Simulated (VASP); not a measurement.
# AlN (R3m) in VASP: further runs

Runs on AlN. Level: PBE. Tasks: single point.

Everything below comes from runs of VASP 6.6.1. Logs are shortened: lines on timing, memory, paths and dates and some standing lists are left out, and cuts for length are marked.

### 1 The cell of the first run

Symmetry: R3m, No. 160, trigonal system. The conventional cell has a = 3.891 Å, b = 3.891 Å, c = 4.766 Å, α = 90.00°, β = 90.00°, γ = 120.00°. Within 1.6 Å of Al (site symmetry 3m) lie 1 N at 1.19 Å. Within 1.6 Å of N (site symmetry 3m) lie 1 Al at 1.19 Å.

### 2 Single point, PBE

INCAR

```
  PREC = Accurate
  ENCUT = 520
  EDIFF = 1E-7
  ISMEAR = 0
  SIGMA = 0.05
  LREAL = False
  LASPH = True
  NELM = 100
  ALGO = Normal
  ISIF = 2
  LWAVE = False
  LCHARG = False
  GGA = PE
  NBANDS = 11
```

KPOINTS

```
Automatic mesh
0
Gamma
  10 10 10
```

POSCAR

```
AlN
1.0
   -0.9172198195      1.8344396390      1.8344396390
    1.8344396390     -0.9172198195      1.8344396390
    1.8344396390      1.8344396390     -0.9172198195
Al N
1 1
Direct
    0.0000000000      0.0000000000      0.0000000000
    0.7500000000      0.7500000000      0.7500000000
```

Potentials or basis: VASP PAW PBE potentials, release 64 (Al, N).

On the command line:

```sh
> cat potpaw_PBE.64/Al/POTCAR potpaw_PBE.64/N/POTCAR > POTCAR
> mpirun -np 1 vasp_std > vasp.out
```

OUTCAR:

```text
PREC = Accurate
   ENCUT = 520
   EDIFF = 1E-7
   ISMEAR = 0
   LREAL = False
   LASPH = True
   NELM = 100
   ISIF = 2
   GGA = PE

 ion  position               nearest neighbor table
   1  0.000  0.000  0.000-   2 1.19   2 2.28   2 2.28   2 2.28
   2  0.750  0.750  0.750-   1 1.19   1 2.28   1 2.28   1 2.28

 -----------------------------------------------------------------------------
|                                                                             |
|           W    W    AA    RRRRR   N    N  II  N    N   GGGG   !!!           |
|           W    W   A  A   R    R  NN   N  II  NN   N  G    G  !!!           |
|           W    W  A    A  R    R  N N  N  II  N N  N  G       !!!           |
|           W WW W  AAAAAA  RRRRR   N  N N  II  N  N N  G  GGG   !            |
|           WW  WW  A    A  R   R   N   NN  II  N   NN  G    G                |
|           W    W  A    A  R    R  N    N  II  N    N   GGGG   !!!           |
|                                                                             |
|     The distance between some ions is very small. Please check the          |
|     nearest-neighbor list in the OUTCAR file.                               |
|     I HOPE YOU KNOW WHAT YOU ARE DOING!                                     |
|                                                                             |
 -----------------------------------------------------------------------------

  LATTYP: Found a simple cubic cell.
 ALAT       =     2.7516594585

  Lattice vectors:

 A1 = (  -0.9172198195,   1.8344396390,   1.8344396390)
 A2 = (   1.8344396390,  -0.9172198195,   1.8344396390)
 A3 = (   1.8344396390,   1.8344396390,  -0.9172198195)

Analysis of symmetry for initial positions (statically):
=====================================================================
 Subroutine PRICEL returns:
 Original cell was already a primitive cell.

 Routine SETGRP: Setting up the symmetry group for a
 simple cubic supercell.

 Subroutine GETGRP returns: Found  6 space group operations
 (whereof  6 operations were pure point group operations)
 out of a pool of 48 trial point group operations.

The static configuration has the point symmetry C_3v.

Analysis of symmetry for dynamics (positions and initial velocities):
=====================================================================
 Subroutine PRICEL returns:
 Original cell was already a primitive cell.

 Routine SETGRP: Setting up the symmetry group for a
 simple cubic supercell.

 Subroutine GETGRP returns: Found  6 space group operations
 (whereof  6 operations were pure point group operations)
 out of a pool of 48 trial point group operations.

[... 113 lines left out ...]
   EMIN   =  10.00;   EMAX   =-10.00  energy-range for DOS
   EFERMI =   0.00;   METHOD = LEGACY
   ISMEAR =     0;   SIGMA  =   0.05  broadening in eV -4-tet -1-fermi 0-gaus
   EFERMI_NEDOS =   21; number of points for ismear=-14 and -15
   IALGO  =     38    algorithm
   IMIX   =      4    mixing-type and parameters
     AMIX     =   0.40;   BMIX     =  1.00
     AMIX_MAG =   1.60;   BMIX_MAG =  1.00
  volume/ion in A,a.u.               =      10.42        70.30
  Fermi-wavevector in a.u.,A,eV,Ry     =   1.189899  2.248583 19.263943  1.415860
  Thomas-Fermi vector in A             =   2.325996
   LORBIT       =      0    0 simple, 1 ext, 2 COOP (PROOUT), +10 PAW based schemes
   GGA     = PE    functional components
   LHFCALC =     F    Hartree Fock is set to
   AEXX    =    0.0000 exact exchange contribution
   IVDW    =     0    specifies the selected vdW correction
   LEPSILON=     F    determine dielectric tensor
   LRPA    =     F    only Hartree local field effects (RPA)
 non-spin polarized calculation
 Gauss-broadening in eV      SIGMA  =   0.05
  energy-cutoff  :      520.00
  volume of cell :       20.83
 maximum number of plane-waves:       587
   NGX = 11   NGY = 11   NGZ = 11

 number of electron       8.0000004 magnetization

 Free energy of the ion-electron system (eV)
  ---------------------------------------------------
  ext. energy  EPLUGINS =         0.00000000
  ---------------------------------------------------
  free energy    TOTEN  =        -0.04172216 eV

  energy without entropy =       -0.04172216  energy(sigma->0) =       -0.04172216

 E-fermi :   7.5055     XC(G=0): -10.8011

 val. band max:        7.2569797895   @ k =   0.5000   0.0000   0.0000
 cond. band min:       7.9407519832   @ k =   0.5000   0.5000   0.1000
 fundamental gap:      0.6837721937
 Fermi energy:         7.5054554550

 k-point     1 :       0.0000    0.0000    0.0000
  band No.  band energies     occupation
      1      -8.7529      2.00000
      2       5.2122      2.00000
      3       5.2122      2.00000
      4       6.0741      2.00000
      5       8.3217      0.00000
      6      15.7358      0.00000
      7      15.7358      0.00000
      8      22.9500      0.00000
      9      22.9500      0.00000
     10      25.5689      0.00000
     11      27.4036      0.00000
[... 309 lines left out ...]
 k-point    24 :      -0.3000    0.3000    0.0000
  band No.  band energies     occupation
      1      -6.9684      2.00000
      2       1.4434      2.00000
      3       3.4604      2.00000
      4       7.1059      2.00000
      5      10.5837      0.00000
      6      13.8771      0.00000
      7      17.3515      0.00000
      8      20.7339      0.00000
      9      22.7463      0.00000
     10      23.4936      0.00000
     11      26.7483      0.00000

 [... further k-points ...]

------------------------ aborting loop because EDIFF is reached ----------------------------------------

  FORCE on cell =-STRESS in cart. coord.  units (eV):
  Direction    XX          YY          ZZ          XY          YZ          ZX
  --------------------------------------------------------------------------------------
  -------------------------------------------------------------------------------------
  Total       23.5065066     23.5065066     23.5065066     26.0434608     26.0434608     26.0434608
  in kB     1807.6511329   1807.6511329   1807.6511329   2002.7429941   2002.7429941   2002.7429941
  external PRESSURE =    1807.6511329 kB  Pullay stress =       0.0000000 kB

 VOLUME and BASIS-vectors are now :
 -----------------------------------------------------------------------------
  energy-cutoff  :      520.00
  volume of cell :       20.83
      direct lattice vectors                 reciprocal lattice vectors
    -0.917219819  1.834439639  1.834439639    -0.121139021  0.242278042  0.242278042
     1.834439639 -0.917219819  1.834439639     0.242278042 -0.121139021  0.242278042
     1.834439639  1.834439639 -0.917219819     0.242278042  0.242278042 -0.121139021

 POSITION                                       TOTAL-FORCE (eV/Angst)
 -----------------------------------------------------------------------------------
      0.00000      0.00000      0.00000        35.271160     35.271160     35.271160
      2.06374      2.06374      2.06374       -35.271160    -35.271160    -35.271160
 -----------------------------------------------------------------------------------
    total drift:                                0.000102      0.000102      0.000103

  FREE ENERGIE OF THE ION-ELECTRON SYSTEM (eV)
  ---------------------------------------------------
  free  energy   TOTEN  =        -0.0417221594 eV

  energy  without entropy=       -0.0417221594  energy(sigma->0) =       -0.04172216
```

stdout:

```text
POSCAR found type information on POSCAR AlN
 POSCAR found :  2 types and       2 ions
 scaLAPACK will be used
 LDA part: xc-table for (Slater+PW92), standard interpolation
 -----------------------------------------------------------------------------
|                                                                             |
|           W    W    AA    RRRRR   N    N  II  N    N   GGGG   !!!           |
|           W    W   A  A   R    R  NN   N  II  NN   N  G    G  !!!           |
|           W    W  A    A  R    R  N N  N  II  N N  N  G       !!!           |
|           W WW W  AAAAAA  RRRRR   N  N N  II  N  N N  G  GGG   !            |
|           WW  WW  A    A  R   R   N   NN  II  N   NN  G    G                |
|           W    W  A    A  R    R  N    N  II  N    N   GGGG   !!!           |
|                                                                             |
|     The distance between some ions is very small. Please check the          |
|     nearest-neighbor list in the OUTCAR file.                               |
|     I HOPE YOU KNOW WHAT YOU ARE DOING!                                     |
|                                                                             |
 -----------------------------------------------------------------------------

 POSCAR, INCAR and KPOINTS ok, starting setup
 FFT: planning ... GRIDC
 FFT: planning ... GRID_SOFT
 FFT: planning ... GRID
 WAVECAR not read
 entering main loop
```

It took 7.4 s on 1 thread of Intel Xeon 6975P-C (Granite Rapids), shared host; peak memory 0.13 GiB.

Results:

```
Free energy            : -0.0417 eV
Pressure               : 180.8 GPa
Largest force          : 61.091 eV/Å
Band gap on the k mesh : 0.68 eV, indirect (least direct gap 0.98 eV)
```

Forces on the atoms (eV/Å):
```
Al   35.271  35.271  35.271
N   -35.271 -35.271 -35.271
```

Stress tensor (GPa, compression positive):
```
180.77 200.27 200.27
200.27 180.77 200.27
200.27 200.27 180.77
```

Levels at points of the mesh, in eV from the valence-band top:
```tsv
k point	band 1	band 2	band 3	band 4	band 5	band 6	band 7	band 8
(0.00, 0.00, 0.00)	-16.01	-2.04	-2.04	-1.18	1.06	8.48	8.48	15.69
(0.50, 0.00, 0.00)	-14.37	-7.57	-1.27	0.00	4.03	6.16	11.66	12.67
(0.50, 0.50, 0.00)	-13.15	-5.82	-4.79	-0.27	0.72	8.52	9.22	12.62
(0.50, 0.50, 0.50)	-12.21	-4.42	-4.42	-2.26	4.09	4.09	4.40	7.37
```

Caveat: forces of over 1 eV/Å act on the atoms, so gaps and moduli don't describe the material at rest. A k mesh can miss the band edges.

### 3 Single point, PBE

This run uses another cell than the first one, of the same volume but with other edges.

INCAR

```
ALGO     = Normal         # electronic algorithm
EDIFF    = 1E-6           # SCF threshold, eV
ENCUT    = 520            # plane-wave cutoff, eV
GGA      = PE             # functional
ISIF     = 2              # what is computed and relaxed
ISMEAR   = 0              # smearing method
LASPH    = True           # aspherical terms in the spheres
LCHARG   = False          # write CHGCAR
LREAL    = False          # projectors in reciprocal space
LWAVE    = False          # write WAVECAR
NBANDS   = 11             # bands
NELM     = 80             # most SCF steps
PREC     = Accurate       # precision mode
SIGMA    = 0.05           # smearing width, eV
```

KPOINTS

```
k-points
0
Gamma
  10 10 10
```

POSCAR

```
AlN
1.0
    1.1556245580      2.8890613950      2.8890613950
    2.8890613950      1.1556245580      2.8890613950
    2.8890613950      2.8890613950      1.1556245580
Al N
1 1
Direct
    0.0000000000      0.0000000000      0.0000000000
    0.7500000000      0.7500000000      0.7500000000
```

Potentials or basis: VASP PAW PBE potentials, release 64 (Al, N).

On the command line:

```sh
> cat potpaw_PBE.64/Al/POTCAR potpaw_PBE.64/N/POTCAR > POTCAR
> mpirun -np 1 vasp_std > vasp.out
```

Run time: 14 s. Hardware: 1 thread of Intel Xeon 6975P-C (Granite Rapids), shared host; peak memory 0.18 GiB.

The run converged. Its results:

```yaml
Free_energy: -8.9563 eV
Pressure: 76.5 GPa
Largest_force: 2.116 eV/Å
Band_gap_on_the_k_mesh: zero (band 4 reaches 8.27 eV, above the bottom of band 5 at 6.77 eV)
```

Forces in eV/Å, atoms in the order of the input:
```
Al  -1.222 -1.222 -1.222
N    1.222  1.222  1.222
```

Stress tensor (GPa, compression positive):
```
 76.53 -38.76 -38.76
-38.76  76.53 -38.76
-38.76 -38.76  76.53
```

Levels at points of the mesh, in eV from the Fermi level:
```tsv
k point	band 1	band 2	band 3	band 4	band 5	band 6	band 7	band 8
(0.00, 0.00, 0.00)	-18.06	-6.49	-3.66	0.96	0.96	11.62	14.95	17.60
(0.50, 0.00, 0.00)	-14.32	-7.57	-2.95	-0.73	1.92	2.73	8.97	13.93
(0.50, 0.50, 0.00)	-14.28	-7.42	-3.50	-0.75	0.42	5.03	10.05	13.58
(0.50, 0.50, 0.50)	-17.88	-8.76	0.81	0.96	0.96	7.80	14.73	17.32
```

Caveat: forces of over 1 eV/Å act on the atoms, so gaps and moduli don't describe the material at rest.
